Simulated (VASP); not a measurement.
# Ge (Fd-3m) in VASP: notebook

The runs below take Ge through single point, with PBEsol.

All numbers are computed with VASP 6.6.1; they aren't measurements. Logs are shortened: lines on timing, memory, paths and dates and some standing lists are left out, and cuts for length are marked.

### 1 The cell of the first run

It takes space group Fd-3m (No. 227, cubic). Conventional cell: a = 5.620 Å, b = 5.620 Å, c = 5.620 Å, α = 90.00°, β = 90.00°, γ = 90.00°. Ge (site symmetry -43m) has 4 Ge at 2.43 Å within 3.2 Å.

### 2 Single point, PBEsol, non-collinear spin, zero start, spin-orbit coupling

Contents of INCAR:

```
SYSTEM = Ge
PREC     = Accurate       ! precision mode
ENCUT    = 520            ! plane-wave cutoff, eV
EDIFF    = 1E-7           ! SCF threshold, eV
ISMEAR   = -1             ! smearing method
SIGMA    = 0.05           ! smearing width, eV
LREAL    = .FALSE.        ! projectors in reciprocal space
LASPH    = .TRUE.         ! aspherical terms in the spheres
NELM     = 150            ! most SCF steps
ALGO     = Normal         ! electronic algorithm
ISIF     = 2              ! what is computed and relaxed
LWAVE    = .FALSE.        ! write WAVECAR
LCHARG   = .FALSE.        ! write CHGCAR
MAGMOM   = 0 0 0 0 0 0    ! initial moments
LORBIT   = 11             ! projections on sites
LSORBIT  = .TRUE.         ! spin-orbit coupling
GGA_COMPAT= .FALSE.      
LORBMOM  = .TRUE.       
GGA      = PS             ! functional
NBANDS   = 40             ! bands
```

Contents of KPOINTS:

```
regular mesh
0
G
  8 8 8
  0 0 0
```

Contents of POSCAR:

```
Ge
1.0
    0.0000000000      2.8099234548      2.8099234548
    2.8099234548      0.0000000000      2.8099234548
    2.8099234548      2.8099234548      0.0000000000
Ge
2
Direct
    0.7500000000      0.7500000000      0.7500000000
    0.5000000000      0.5000000000      0.5000000000
```

Potentials or basis: VASP PAW PBE potentials, release 64 (Ge_d).

On the command line:

```bash
> cat potpaw_PBE.64/Ge_d/POTCAR > POTCAR
> mpirun -np 1 vasp_ncl > vasp.out
```

OUTCAR:

```text
SYSTEM = Ge
   PREC = Accurate
   ENCUT = 520
   EDIFF = 1E-7
   ISMEAR = -1
   LREAL = .FALSE.
   LASPH = .TRUE.
   NELM = 150
   ISIF = 2
   LORBIT = 11
   LSORBIT = .TRUE.
   GGA = PS

 ion  position               nearest neighbor table
   1  0.750  0.750  0.750-   2 2.43   2 2.43   2 2.43   2 2.43
   2  0.500  0.500  0.500-   1 2.43   1 2.43   1 2.43   1 2.43

  LATTYP: Found a face centered cubic cell.
 ALAT       =     5.6198469096

  Lattice vectors:

 A1 = (   0.0000000000,   2.8099234548,   2.8099234548)
 A2 = (   2.8099234548,   0.0000000000,   2.8099234548)
 A3 = (   2.8099234548,   2.8099234548,   0.0000000000)

Analysis of symmetry for initial positions (statically):
=====================================================================
 Subroutine PRICEL returns:
 Original cell was already a primitive cell.

 Routine SETGRP: Setting up the symmetry group for a
 face centered cubic supercell.

 Subroutine GETGRP returns: Found 48 space group operations
 (whereof 24 operations were pure point group operations)
 out of a pool of 48 trial point group operations.

The static configuration has the point symmetry T_d .
 The point group associated with its full space group is O_h .

Analysis of symmetry for dynamics (positions and initial velocities):
=====================================================================
 Subroutine PRICEL returns:
 Original cell was already a primitive cell.

 Routine SETGRP: Setting up the symmetry group for a
 face centered cubic supercell.

 Subroutine GETGRP returns: Found 48 space group operations
 (whereof 24 operations were pure point group operations)
 out of a pool of 48 trial point group operations.

The dynamic configuration has the point symmetry T_d .
 The point group associated with its full space group is O_h .

Analysis of structural, dynamic, and magnetic symmetry:
=====================================================================
 Subroutine PRICEL returns:
 Original cell was already a primitive cell.

 Routine SETGRP: Setting up the symmetry group for a
 face centered cubic supercell.

 Subroutine GETGRP returns: Found 48 space group operations
 (whereof 24 operations were pure point group operations)
 out of a pool of 48 trial point group operations.

The overall configuration has the point symmetry T_d .
 The point group associated with its full space group is O_h .

 Subroutine INISYM returns: Found 48 space group operations
 (whereof 24 operations are pure point group operations),
 and found     1 'primitive' translations

----------------------------------------------------------------------------------------

                                     Primitive cell

  volume of cell :      44.3725

  direct lattice vectors                    reciprocal lattice vectors
     0.000000000  2.809923455  2.809923455    -0.177940790  0.177940790  0.177940790
     2.809923455  0.000000000  2.809923455     0.177940790 -0.177940790  0.177940790
     2.809923455  2.809923455  0.000000000     0.177940790  0.177940790 -0.177940790

  length of vectors
     3.973831859  3.973831859  3.973831859     0.308202489  0.308202489  0.308202489

  position of ions in fractional coordinates (direct lattice)
     0.750000000  0.750000000  0.750000000
     0.500000000  0.500000000  0.500000000

  ion indices of the primitive-cell ions
   primitive index   ion index
                 1           1
                 2           2

----------------------------------------------------------------------------------------

 KPOINTS: regular mesh

Automatic generation of k-mesh.
 Grid dimensions read from file:
 generate k-points for:    8    8    8

 Generating k-lattice:

  Cartesian coordinates                     Fractional coordinates (reciprocal lattice)
    -0.022242599  0.022242599  0.022242599     0.125000000  0.000000000  0.000000000
     0.022242599 -0.022242599  0.022242599     0.000000000  0.125000000  0.000000000
     0.022242599  0.022242599 -0.022242599     0.000000000  0.000000000  0.125000000

  Length of vectors
     0.038525311  0.038525311  0.038525311

  Shift w.r.t. Gamma in fractional coordinates (k-lattice)
     0.000000000  0.000000000  0.000000000

 Subroutine IBZKPT returns following result:
 ===========================================

 Found     29 irreducible k-points:

 Following reciprocal coordinates:
            Coordinates               Weight
  0.000000  0.000000  0.000000      1.000000
[... 56 lines left out ...]
   EFERMI =   0.00;   METHOD = LEGACY
   ISMEAR =    -1;   SIGMA  =   0.05  broadening in eV -4-tet -1-fermi 0-gaus
   EFERMI_NEDOS =   21; number of points for ismear=-14 and -15
   IALGO  =     38    algorithm
   IMIX   =      4    mixing-type and parameters
     AMIX     =   0.40;   BMIX     =  1.00
     AMIX_MAG =   1.60;   BMIX_MAG =  1.00
  volume/ion in A,a.u.               =      22.19       149.72
  Fermi-wavevector in a.u.,A,eV,Ry     =   1.404181  2.653517 26.826929  1.971724
  Thomas-Fermi vector in A             =   2.526768
   LORBIT       =     11    0 simple, 1 ext, 2 COOP (PROOUT), +10 PAW based schemes
   GGA     = PS    functional components
   LHFCALC =     F    Hartree Fock is set to
   AEXX    =    0.0000 exact exchange contribution
   IVDW    =     0    specifies the selected vdW correction
   LEPSILON=     F    determine dielectric tensor
   LRPA    =     F    only Hartree local field effects (RPA)
  energy-cutoff  :      520.00
  volume of cell :       44.37
 maximum number of plane-waves:      2486
 NGX is ok and might be reduce to    30
   NGX = 15   NGY = 15   NGZ = 15

 number of electron      28.0000032 magnetization       0.0000000      0.0000000      0.0000000

 number of electron      28.0000033 magnetization      -0.0000000     -0.0000000      0.0000000

 number of electron      28.0000033 magnetization       0.0000000      0.0000000     -0.0000000

 Free energy of the ion-electron system (eV)
  ---------------------------------------------------
  ext. energy  EPLUGINS =         0.00000000
  ---------------------------------------------------
  free energy    TOTEN  =        -9.87378450 eV

  energy without entropy =       -9.87293428  energy(sigma->0) =       -9.87335939

 E-fermi :   5.1651     XC(G=0): -10.2234

 val. band max:        5.1597001994   @ k =   0.0000   0.0000   0.0000
 cond. band min:       5.2413024206   @ k =   0.0000   0.0000   0.0000
 fundamental gap:      0.0816022212
 Fermi energy:         5.1650694081

 k-point     1 :       0.0000    0.0000    0.0000
  band No.  band energies     occupation
      1     -19.9946      1.00000
      2     -19.9946      1.00000
      3     -19.9946      1.00000
      4     -19.9946      1.00000
      5     -19.9283      1.00000
      6     -19.9283      1.00000
[... 1021 lines left out ...]
     39      15.9651      0.00000
     40      15.9651      0.00000

 [... further k-points ...]

------------------------ aborting loop because EDIFF is reached ----------------------------------------

  FORCE on cell =-STRESS in cart. coord.  units (eV):
  Direction    XX          YY          ZZ          XY          YZ          ZX
  --------------------------------------------------------------------------------------
  -------------------------------------------------------------------------------------
  Total        0.5562913      0.5562913      0.5562913      0.0000000      0.0000000      0.0000000
  in kB       20.0862743     20.0862743     20.0862743      0.0000000      0.0000000      0.0000000
  external PRESSURE =      20.0862743 kB  Pullay stress =       0.0000000 kB

 VOLUME and BASIS-vectors are now :
 -----------------------------------------------------------------------------
  energy-cutoff  :      520.00
  volume of cell :       44.37
      direct lattice vectors                 reciprocal lattice vectors
     0.000000000  2.809923455  2.809923455    -0.177940790  0.177940790  0.177940790
     2.809923455  0.000000000  2.809923455     0.177940790 -0.177940790  0.177940790
     2.809923455  2.809923455  0.000000000     0.177940790  0.177940790 -0.177940790

 POSITION                                       TOTAL-FORCE (eV/Angst)
 -----------------------------------------------------------------------------------
      4.21489      4.21489      4.21489         0.000000     -0.000000      0.000000
      2.80992      2.80992      2.80992        -0.000000      0.000000     -0.000000
 -----------------------------------------------------------------------------------
    total drift:                                0.000000      0.000000      0.000000

  FREE ENERGIE OF THE ION-ELECTRON SYSTEM (eV)
  ---------------------------------------------------
  free  energy   TOTEN  =        -9.8737844959 eV

  energy  without entropy=       -9.8729342844  energy(sigma->0) =       -9.87335939

 orbital moment (x)

 # of ion     p       d       tot
 ----------------------------------------
  1         0.000  -0.000  -0.000
  2        -0.000  -0.000  -0.000
 ----------------------------------------
           -0.000  -0.000  -0.000

 orbital moment (y)

 # of ion     p       d       tot
 ----------------------------------------
  1        -0.000  -0.000  -0.000
  2        -0.000   0.000   0.000
 ----------------------------------------
           -0.000   0.000  -0.000

 orbital moment (z)

 # of ion     p       d       tot
 ----------------------------------------
  1        -0.000   0.000  -0.000
  2         0.000   0.000   0.000
 ----------------------------------------
           -0.000   0.000  -0.000

 Spin-Orbit-Coupling matrix elements

 Ion:    1  E_soc:     -0.0184381
 l=   1
     0.0000000    -0.0021179    -0.0021179
    -0.0021179     0.0000000    -0.0021179
    -0.0021179    -0.0021179     0.0000000
 l=   2
     0.0000000    -0.0001908     0.0000000    -0.0001908    -0.0007643
    -0.0001908     0.0000000    -0.0005732    -0.0001908    -0.0001911
     0.0000000    -0.0005732     0.0000000    -0.0005732     0.0000000
    -0.0001908    -0.0001908    -0.0005732     0.0000000    -0.0001911
    -0.0007643    -0.0001911     0.0000000    -0.0001911     0.0000000
 l=   3
     0.0000000     0.0000000     0.0000000     0.0000000     0.0000000     0.0000000     0.0000000
     0.0000000     0.0000000     0.0000000     0.0000000     0.0000000     0.0000000     0.0000000
     0.0000000     0.0000000     0.0000000     0.0000000     0.0000000     0.0000000     0.0000000
     0.0000000     0.0000000     0.0000000     0.0000000     0.0000000     0.0000000     0.0000000
     0.0000000     0.0000000     0.0000000     0.0000000     0.0000000     0.0000000     0.0000000
     0.0000000     0.0000000     0.0000000     0.0000000     0.0000000     0.0000000     0.0000000
     0.0000000     0.0000000     0.0000000     0.0000000     0.0000000     0.0000000     0.0000000

 Ion:    2  E_soc:     -0.0184381
 l=   1
     0.0000000    -0.0021179    -0.0021179
    -0.0021179     0.0000000    -0.0021179
    -0.0021179    -0.0021179     0.0000000
 l=   2
     0.0000000    -0.0001908     0.0000000    -0.0001908    -0.0007643
    -0.0001908     0.0000000    -0.0005732    -0.0001908    -0.0001911
     0.0000000    -0.0005732     0.0000000    -0.0005732     0.0000000
    -0.0001908    -0.0001908    -0.0005732     0.0000000    -0.0001911
    -0.0007643    -0.0001911     0.0000000    -0.0001911     0.0000000
 l=   3
     0.0000000     0.0000000     0.0000000     0.0000000     0.0000000     0.0000000     0.0000000
     0.0000000     0.0000000     0.0000000     0.0000000     0.0000000     0.0000000     0.0000000
     0.0000000     0.0000000     0.0000000     0.0000000     0.0000000     0.0000000     0.0000000
     0.0000000     0.0000000     0.0000000     0.0000000     0.0000000     0.0000000     0.0000000
     0.0000000     0.0000000     0.0000000     0.0000000     0.0000000     0.0000000     0.0000000
     0.0000000     0.0000000     0.0000000     0.0000000     0.0000000     0.0000000     0.0000000
     0.0000000     0.0000000     0.0000000     0.0000000     0.0000000     0.0000000     0.0000000

 total charge

# of ion       s       p       d       tot
------------------------------------------
    1        1.125   1.282  10.027  12.435
    2        1.125   1.282  10.027  12.435
--------------------------------------------------
tot          2.250   2.564  20.055  24.869

 magnetization (x)

# of ion       s       p       d       tot
------------------------------------------
    1        0.000   0.000  -0.000   0.000
    2        0.000   0.000  -0.000   0.000
--------------------------------------------------
tot          0.000   0.000  -0.000   0.000

 magnetization (y)

# of ion       s       p       d       tot
------------------------------------------
    1       -0.000  -0.000  -0.000  -0.000
    2       -0.000  -0.000  -0.000  -0.000
--------------------------------------------------
tot         -0.000  -0.000  -0.000  -0.000

 magnetization (z)

# of ion       s       p       d       tot
------------------------------------------
    1       -0.000   0.000  -0.000   0.000
    2       -0.000   0.000   0.000   0.000
--------------------------------------------------
tot         -0.000   0.000   0.000   0.000
```

It took 63 s on 1 thread of Intel Xeon 6975P-C (Granite Rapids), shared host; peak memory 0.3 GiB.

Results:

* Free energy: -9.8738 eV
* Pressure: 2.0 GPa
* Net moment: 0.00 μB per cell
* Valence electrons inside the program's atomic spheres: Ge 12.44

Moments on the atoms (μB; x, y, z):
```
Ge  0.00 0.00 0.00
Ge  0.00 0.00 0.00
```

Caveat: the PAW data sets were made with another functional, which shifts forces and pressure a little.

### 3 Single point, PBEsol, non-collinear spin, zero start, spin-orbit coupling

This run uses another cell than the first one, of 22.64 Å³/atom.

Contents of INCAR:

```
SYSTEM = Ge
PREC = Accurate
ENCUT = 520
EDIFF = 1E-6
ISMEAR = -1
SIGMA = 0.05
LREAL = .False.
LASPH = .True.
NELM = 150
ALGO = Normal
ISIF = 2
LWAVE = .False.
LCHARG = .False.
MAGMOM = 0 0 0 0 0 0
LORBIT = 11
LSORBIT = .True.
GGA_COMPAT = .False.
LORBMOM = .True.
GGA = PS
NBANDS = 40
```

Contents of KPOINTS:

```
Automatic mesh
0
Gamma
  8 8 8
  0 0 0
```

Contents of POSCAR:

```
Ge
1.0
    0.0000000000      2.8289100000      2.8289100000
    2.8289100000      0.0000000000      2.8289100000
    2.8289100000      2.8289100000      0.0000000000
Ge
2
Direct
    0.7500000000      0.7500000000      0.7500000000
    0.5000000000      0.5000000000      0.5000000000
```

Potentials or basis: VASP PAW PBE potentials, release 64 (Ge_d).

On the command line:

```bash
> cat potpaw_PBE.64/Ge_d/POTCAR > POTCAR
> mpirun -np 1 vasp_ncl > vasp.out
```

Run time: 53 s. Hardware: 1 thread of Intel Xeon 6975P-C (Granite Rapids), shared host; peak memory 0.3 GiB.

Results (log left out):

```
Free energy                                           : -9.8813 eV
Pressure                                              : 0.6 GPa
Net moment                                            : 0.00 μB per cell
Valence electrons inside the program's atomic spheres : Ge 12.41
```

Moments on the atoms (μB; x, y, z):
```
Ge  0.00 0.00 0.00
Ge  0.00 0.00 0.00
```

Caveat: the PAW data sets were made with another functional, which shifts forces and pressure a little.

### 4 Single point, PBEsol, non-collinear spin, zero start, spin-orbit coupling

This run uses another cell than the first one, of 23.09 Å³/atom.

Contents of INCAR:

```
SYSTEM = Ge
  ALGO = Normal
  EDIFF = 1E-7
  ENCUT = 520
  GGA = PS
  GGA_COMPAT = .FALSE.
  ISIF = 2
  ISMEAR = -1
  LASPH = .TRUE.
  LCHARG = .FALSE.
  LNONCOLLINEAR = .TRUE.
  LORBIT = 11
  LORBMOM = .TRUE.
  LREAL = .FALSE.
  LSORBIT = .TRUE.
  LWAVE = .FALSE.
  MAGMOM = 0 0 0 0 0 0
  NBANDS = 40
  NELM = 150
  PREC = Accurate
  SIGMA = 0.05
```

Contents of KPOINTS:

```
k-points
0
G
  8 8 8
  0 0 0
```

Contents of POSCAR:

```
Ge
1.0
    0.0000000000      2.8476450493      2.8476450493
    2.8476450493      0.0000000000      2.8476450493
    2.8476450493      2.8476450493      0.0000000000
Ge
2
Direct
    0.7500000000      0.7500000000      0.7500000000
    0.5000000000      0.5000000000      0.5000000000
```

On the command line:

```bash
> cat potpaw_PBE.64/Ge_d/POTCAR > POTCAR
> mpirun -np 1 vasp_ncl > vasp.out
```

It took 55 s on 1 thread of Intel Xeon 6975P-C (Granite Rapids), shared host; peak memory 0.3 GiB.

Results (log left out):

- Free energy: -9.8810 eV
- Pressure: -0.7 GPa
- Net moment: 0.00 μB per cell
- Valence electrons inside the program's atomic spheres: Ge 12.39

Moments on the atoms (μB; x, y, z):
```
Ge  0.00 0.00 0.00
Ge  0.00 0.00 0.00
```

Caveat: the PAW data sets were made with another functional, which shifts forces and pressure a little.

### 5 Summary

| cell | pressure (GPa) | moment (μB) |
| --- | --- | --- |
| a = 3.974 Å, angles 60.0°, 2 atoms | 2.0 | 0.00 |
| a = 4.001 Å, angles 60.0°, 2 atoms | 0.6 | 0.00 |
| a = 4.027 Å, angles 60.0°, 2 atoms | -0.7 | 0.00 |

Alike in all rows: task single point; level PBEsol; potentials or basis VASP PAW PBE potentials, release 64 (Ge_d); spin non-collinear, zero start, SOC; k mesh 8 × 8 × 8; cutoff (eV) 520; smearing fermi-dirac 0.05 eV.

Caveats: the PAW data sets were made with another functional, which shifts forces and pressure a little.

Total energies depend on the potentials used, so only differences within one code and one set of settings carry meaning.
